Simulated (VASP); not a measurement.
# N (P4_2/m) in VASP: single point with PBE

Aim: the single point of N with PBE.

Program: VASP 6.6.1. These are calculated values, not measurements. Logs are shortened: lines on timing, memory, paths and dates and some standing lists are left out, and cuts for length are marked.

## 1. The cell of the first run

It takes space group P4_2/m (No. 84, tetragonal). The conventional cell has a = 4.292 Å, b = 4.292 Å, c = 5.458 Å, α = 90.00°, β = 90.00°, γ = 90.00°. Within 1.6 Å of N (site symmetry m) lie 1 N at 1.17 Å.

## 2. Single point, PBE (strained and its atoms moved)

File INCAR:

```
ALGO = Normal ; EDIFF = 1E-6
ENCUT = 520 ; GGA = PE
ISIF = 2 ; ISMEAR = 0
LASPH = True ; LCHARG = False
LREAL = False ; LWAVE = False
NBANDS = 18 ; NELM = 60
PREC = Accurate ; SIGMA = 0.02
```

File KPOINTS:

```
k-points
0
Gamma
  6 6 4
```

File POSCAR:

```
N
1.0
    4.2920224055      0.0000000000      0.0000000000
    0.0000000000      4.2920224055      0.0000000000
    0.0000000000      0.0000000000      5.4577497552
N
4
Direct
    0.9330465278      0.8814461184      0.0000000000
    0.6185538816      0.4330465278      0.5000000000
    0.0669534722      0.1185538816      0.0000000000
    0.3814461184      0.5669534722      0.5000000000
```

Potentials or basis: VASP PAW PBE potentials, release 64 (N).

Run with:

```console
$ cat potpaw_PBE.64/N/POTCAR > POTCAR
$ mpirun -np 1 vasp_std > vasp.out
```

OUTCAR:

```text
EDIFF = 1E-6
   ENCUT = 520
   GGA = PE
   ISIF = 2
   ISMEAR = 0
   LASPH = True
   LREAL = False
   NELM = 60
   PREC = Accurate

 ion  position               nearest neighbor table
   1  0.933  0.881  0.000-   3 1.17
   2  0.619  0.433  0.500-   4 1.17
   3  0.067  0.119  0.000-   1 1.17
   4  0.381  0.567  0.500-   2 1.17

  LATTYP: Found a simple tetragonal cell.
 ALAT       =     4.2920224055
 C/A-ratio  =     1.2716032769

  Lattice vectors:

 A1 = (   4.2920224055,   0.0000000000,   0.0000000000)
 A2 = (   0.0000000000,   4.2920224055,   0.0000000000)
 A3 = (   0.0000000000,   0.0000000000,   5.4577497552)

Analysis of symmetry for initial positions (statically):
=====================================================================
 Subroutine PRICEL returns:
 Original cell was already a primitive cell.

 Routine SETGRP: Setting up the symmetry group for a
 simple tetragonal supercell.

 Subroutine GETGRP returns: Found  8 space group operations
 (whereof  4 operations were pure point group operations)
 out of a pool of 16 trial point group operations.

The static configuration has the point symmetry C_2h.
 The point group associated with its full space group is C_4h.

Analysis of symmetry for dynamics (positions and initial velocities):
=====================================================================
 Subroutine PRICEL returns:
 Original cell was already a primitive cell.

 Routine SETGRP: Setting up the symmetry group for a
 simple tetragonal supercell.

 Subroutine GETGRP returns: Found  8 space group operations
 (whereof  4 operations were pure point group operations)
 out of a pool of 16 trial point group operations.

The dynamic configuration has the point symmetry C_2h.
 The point group associated with its full space group is C_4h.

 Subroutine INISYM returns: Found  8 space group operations
 (whereof  4 operations are pure point group operations),
 and found     1 'primitive' translations

----------------------------------------------------------------------------------------

                                     Primitive cell

  volume of cell :     100.5397

  direct lattice vectors                    reciprocal lattice vectors
     4.292022406  0.000000000  0.000000000     0.232990396  0.000000000  0.000000000
     0.000000000  4.292022406  0.000000000     0.000000000  0.232990396  0.000000000
     0.000000000  0.000000000  5.457749755     0.000000000  0.000000000  0.183225696

  length of vectors
     4.292022406  4.292022406  5.457749755     0.232990396  0.232990396  0.183225696

  position of ions in fractional coordinates (direct lattice)
     0.933046528  0.881446118  0.000000000
     0.618553882  0.433046528  0.500000000
     0.066953472  0.118553882  0.000000000
     0.381446118  0.566953472  0.500000000

  ion indices of the primitive-cell ions
   primitive index   ion index
                 1           1
                 2           2
                 3           3
                 4           4

----------------------------------------------------------------------------------------

 KPOINTS: k-points

Automatic generation of k-mesh.
 Grid dimensions read from file:
 generate k-points for:    6    6    4

 Generating k-lattice:

  Cartesian coordinates                     Fractional coordinates (reciprocal lattice)
     0.038831733  0.000000000  0.000000000     0.166666667  0.000000000  0.000000000
     0.000000000  0.038831733  0.000000000     0.000000000  0.166666667  0.000000000
     0.000000000  0.000000000  0.045806424     0.000000000  0.000000000  0.250000000

  Length of vectors
     0.038831733  0.038831733  0.045806424

  Shift w.r.t. Gamma in fractional coordinates (k-lattice)
     0.000000000  0.000000000  0.000000000

 Subroutine IBZKPT returns following result:
 ===========================================

 Found     33 irreducible k-points:

 Following reciprocal coordinates:
            Coordinates               Weight
  0.000000  0.000000  0.000000      1.000000
  0.166667  0.000000  0.000000      4.000000
  0.333333  0.000000  0.000000      4.000000
  0.500000  0.000000  0.000000      2.000000
  0.166667  0.166667  0.000000      4.000000
  0.333333  0.166667  0.000000      4.000000
[... 16 lines left out ...]
  0.000000  0.000000  0.500000      1.000000
  0.166667  0.000000  0.500000      4.000000
 [... further k-points ...]
   k-points           NKPTS =     33   k-points in BZ     NKDIM =     33   number of bands    NBANDS=     18
   number of dos      NEDOS =    301   number of ions     NIONS =      4
   total plane-waves  NPLWV =  43008
   dimension x,y,z NGX =    32 NGY =   32 NGZ =   42
   dimension x,y,z NGXF=    64 NGYF=   64 NGZF=   84
   ions per type =               4
   NGX,Y,Z   is equivalent  to a cutoff of  12.39, 12.39, 12.79 a.u.
   NGXF,Y,Z  is equivalent  to a cutoff of  24.79, 24.79, 25.59 a.u.
 SYSTEM =  unknown system
   PREC   = accura    normal or accurate (medium, high low for compatibility)
   ISTART =      0    job   : 0-new  1-cont  2-samecut
   ICHARG =      2    charge: 1-file 2-atom 10-const
   ISPIN  =      1    spin polarized calculation?
   LNONCOLLINEAR =      F non collinear calculations
   LSORBIT =      F    spin-orbit coupling
   LASPH  =      T    aspherical Exc in radial PAW
   ENCUT  =  520.0 eV  38.22 Ry    6.18 a.u.   7.98  7.98 10.15*2*pi/ulx,y,z
   NELM   =     60;   NELMIN=  2; NELMDL= -5     # of ELM steps
   EDIFF  = 0.1E-05   stopping-criterion for ELM
   LREAL  =      F    real-space projection
   EDIFFG = 0.1E-04   stopping-criterion for IOM
   NSW    =      0    number of steps for IOM
   IBRION =     -1    ionic relax: 0-MD 1-quasi-New 2-CG
   NFREE  =      0    steps in history (QN), initial steepest desc. (CG)
   ISIF   =      2    stress and relaxation
   ISYM   =      2    0-nonsym 1-usesym 2-fastsym
   POTIM  = 0.5000    time-step for ionic-motion
   TEBEG  =    0.0;   TEEND  =   0.0 temperature during run
   PSTRESS=    0.0 pullay stress
   NELECT =      20.0000    total number of electrons
   NUPDOWN=      -1.0000    fix difference up-down
   EMIN   =  10.00;   EMAX   =-10.00  energy-range for DOS
   EFERMI =   0.00;   METHOD = LEGACY
   ISMEAR =     0;   SIGMA  =   0.02  broadening in eV -4-tet -1-fermi 0-gaus
   EFERMI_NEDOS =   21; number of points for ismear=-14 and -15
   IALGO  =     38    algorithm
   IMIX   =      4    mixing-type and parameters
     AMIX     =   0.40;   BMIX     =  1.00
     AMIX_MAG =   1.60;   BMIX_MAG =  1.00
  volume/ion in A,a.u.               =      25.13       169.62
  Fermi-wavevector in a.u.,A,eV,Ry     =   0.955665  1.805945 12.426138  0.913295
  Thomas-Fermi vector in A             =   2.084523
   LORBIT       =      0    0 simple, 1 ext, 2 COOP (PROOUT), +10 PAW based schemes
   GGA     = PE    functional components
   LHFCALC =     F    Hartree Fock is set to
   AEXX    =    0.0000 exact exchange contribution
   IVDW    =     0    specifies the selected vdW correction
   LEPSILON=     F    determine dielectric tensor
   LRPA    =     F    only Hartree local field effects (RPA)
 non-spin polarized calculation
 Gauss-broadening in eV      SIGMA  =   0.02
  energy-cutoff  :      520.00
  volume of cell :      100.54
 maximum number of plane-waves:      2740
   NGX = 15   NGY = 15   NGZ = 21

 number of electron      20.0000000 magnetization

 Free energy of the ion-electron system (eV)
  ---------------------------------------------------
  ext. energy  EPLUGINS =         0.00000000
  ---------------------------------------------------
  free energy    TOTEN  =       -32.92317503 eV

  energy without entropy =      -32.92317503  energy(sigma->0) =      -32.92317503

 E-fermi :  -6.5519     XC(G=0):  -6.1133

 val. band max:       -6.7291800713   @ k =   0.5000   0.5000   0.5000
 cond. band min:      -0.0849094458   @ k =   0.0000   0.0000   0.0000
 fundamental gap:      6.6442706255
 Fermi energy:        -6.5519083923

 k-point     1 :       0.0000    0.0000    0.0000
  band No.  band energies     occupation
      1     -24.1796      2.00000
      2     -24.1262      2.00000
      3     -10.6242      2.00000
      4     -10.6242      2.00000
      5      -8.2419      2.00000
      6      -7.7986      2.00000
[... 10 lines left out ...]
     17       7.0612      0.00000
     18       9.9518      0.00000

 k-point     2 :       0.1667    0.0000    0.0000
  band No.  band energies     occupation
      1     -24.1738      2.00000
      2     -24.1275      2.00000
      3     -10.7049      2.00000
      4     -10.6360      2.00000
      5      -8.1979      2.00000
      6      -7.9142      2.00000
[... 10 lines left out ...]
     17       7.1966      0.00000
     18       8.7473      0.00000

 k-point     3 :       0.3333    0.0000    0.0000
  band No.  band energies     occupation
      1     -24.1596      2.00000
      2     -24.1327      2.00000
      3     -10.8555      2.00000
      4     -10.6606      2.00000
      5      -8.0812      2.00000
      6      -7.9906      2.00000
[... 10 lines left out ...]
     17       7.5636      0.00000
     18       7.9651      0.00000

 k-point     4 :       0.5000    0.0000    0.0000
  band No.  band energies     occupation
      1     -24.1455      2.00000
      2     -24.1422      2.00000
      3     -10.9260      2.00000
      4     -10.6732      2.00000
      5      -8.0082      2.00000
      6      -7.9434      2.00000
[... 10 lines left out ...]
     17       7.8280      0.00000
     18       7.8912      0.00000

 k-point     5 :       0.1667    0.1667    0.0000
  band No.  band energies     occupation
      1     -24.1685      2.00000
      2     -24.1284      2.00000
      3     -10.7536      2.00000
      4     -10.6744      2.00000
      5      -8.1579      2.00000
      6      -7.9681      2.00000
[... 10 lines left out ...]
     17       7.3258      0.00000
     18       8.4038      0.00000

 k-point     6 :       0.3333    0.1667    0.0000
  band No.  band energies     occupation
      1     -24.1556      2.00000
      2     -24.1323      2.00000
      3     -10.8841      2.00000
      4     -10.7096      2.00000
      5      -8.0530      2.00000
      6      -8.0216      2.00000
[... 10 lines left out ...]
     17       7.6689      0.00000
     18       7.7309      0.00000

 k-point     7 :      -0.3333    0.1667    0.0000
  band No.  band energies     occupation
      1     -24.1556      2.00000
      2     -24.1323      2.00000
      3     -10.8900      2.00000
      4     -10.7025      2.00000
      5      -8.0530      2.00000
      6      -8.0331      2.00000
[... 10 lines left out ...]
     17       7.6735      0.00000
     18       7.7536      0.00000

 k-point     8 :       0.5000    0.1667    0.0000
  band No.  band energies     occupation
      1     -24.1429      2.00000
      2     -24.1405      2.00000
      3     -10.9538      2.00000
      4     -10.7183      2.00000
      5      -8.0472      2.00000
      6      -7.9369      2.00000
[... 10 lines left out ...]
     17       7.6366      0.00000
     18       7.9610      0.00000
[... 229 lines left out ...]
     17       6.9268      0.00000
     18       8.4435      0.00000

 k-point    20 :       0.3333    0.3333    0.2500
  band No.  band energies     occupation
      1     -24.1441      2.00000
      2     -24.1346      2.00000
      3     -10.9450      2.00000
      4     -10.7938      2.00000
      5      -8.1302      2.00000
      6      -8.0103      2.00000
[... 10 lines left out ...]
     17       7.0325      0.00000
     18       7.6020      0.00000

 k-point    21 :       0.5000    0.3333    0.2500
  band No.  band energies     occupation
      1     -24.1375      2.00000
      2     -24.1367      2.00000
      3     -10.9945      2.00000
      4     -10.8138      2.00000
      5      -8.1206      2.00000
      6      -8.0160      2.00000
[... 10 lines left out ...]
     17       7.0681      0.00000
     18       7.6625      0.00000

 k-point    22 :       0.5000    0.5000    0.2500
  band No.  band energies     occupation
      1     -24.1350      2.00000
      2     -24.1350      2.00000
      3     -11.0331      2.00000
      4     -10.8400      2.00000
      5      -8.1235      2.00000
      6      -7.9911      2.00000
[... 10 lines left out ...]
     17       6.3230      0.00000
     18       7.2571      0.00000

 k-point    23 :       0.0000    0.0000    0.5000
  band No.  band energies     occupation
      1     -24.1526      2.00000
      2     -24.1526      2.00000
      3     -10.6191      2.00000
      4     -10.6191      2.00000
      5      -8.1280      2.00000
      6      -8.1280      2.00000
[... 10 lines left out ...]
     17       9.3877      0.00000
     18       9.3877      0.00000

 k-point    24 :       0.1667    0.0000    0.5000
  band No.  band energies     occupation
      1     -24.1509      2.00000
      2     -24.1500      2.00000
      3     -10.7039      2.00000
      4     -10.6334      2.00000
      5      -8.1321      2.00000
      6      -8.0972      2.00000
[... 10 lines left out ...]
     17       8.3622      0.00000
     18       8.9711      0.00000

 [... further k-points ...]
[... 5 lines left out ...]
  --------------------------------------------------------------------------------------
  -------------------------------------------------------------------------------------
  Total       -7.8072370     -7.8072370      0.1044814      0.0000001      0.0000000      0.0000000
  in kB     -124.4143186   -124.4143186      1.6649920      0.0000022      0.0000000      0.0000000
  external PRESSURE =     -82.3878817 kB  Pullay stress =       0.0000000 kB

 VOLUME and BASIS-vectors are now :
 -----------------------------------------------------------------------------
  energy-cutoff  :      520.00
  volume of cell :      100.54
      direct lattice vectors                 reciprocal lattice vectors
     4.292022406  0.000000000  0.000000000     0.232990396  0.000000000  0.000000000
     0.000000000  4.292022406  0.000000000     0.000000000  0.232990396  0.000000000
     0.000000000  0.000000000  5.457749755     0.000000000  0.000000000  0.183225696

 POSITION                                       TOTAL-FORCE (eV/Angst)
 -----------------------------------------------------------------------------------
      4.00466      3.78319      0.00000         3.305620      5.948222      0.000000
      2.65485      1.85865      2.72887        -5.948222      3.305620      0.000000
      0.28737      0.50884      0.00000        -3.305620     -5.948222      0.000000
      1.63718      2.43338      2.72887         5.948222     -3.305620      0.000000
 -----------------------------------------------------------------------------------
    total drift:                                0.000000     -0.000000      0.000000

  FREE ENERGIE OF THE ION-ELECTRON SYSTEM (eV)
  ---------------------------------------------------
  free  energy   TOTEN  =       -32.9231750296 eV

  energy  without entropy=      -32.9231750296  energy(sigma->0) =      -32.92317503
```

It took 29 s on 1 thread of Intel Xeon Platinum 8259CL at 2.50GHz (Skylake/Cascade Lake), shared host; peak memory 0.2 GiB.

Results:

* Free energy: -32.9232 eV
* Pressure: -8.2 GPa
* Largest force: 6.805 eV/Å
* Band gap on the k mesh: 6.64 eV, indirect (least direct gap 6.68 eV)

Forces in eV/Å, atoms in the order of the input:
```
N    3.306  5.948  0.000
N   -5.948  3.306  0.000
N   -3.306 -5.948  0.000
N    5.948 -3.306  0.000
```

Caveat: the cell differs from its parent crystal (strained and its atoms moved); the standard files for N, O and F lose accuracy on very short bonds; forces of over 1 eV/Å act on the atoms, so gaps and moduli don't describe the material at rest. A k mesh can miss the band edges.
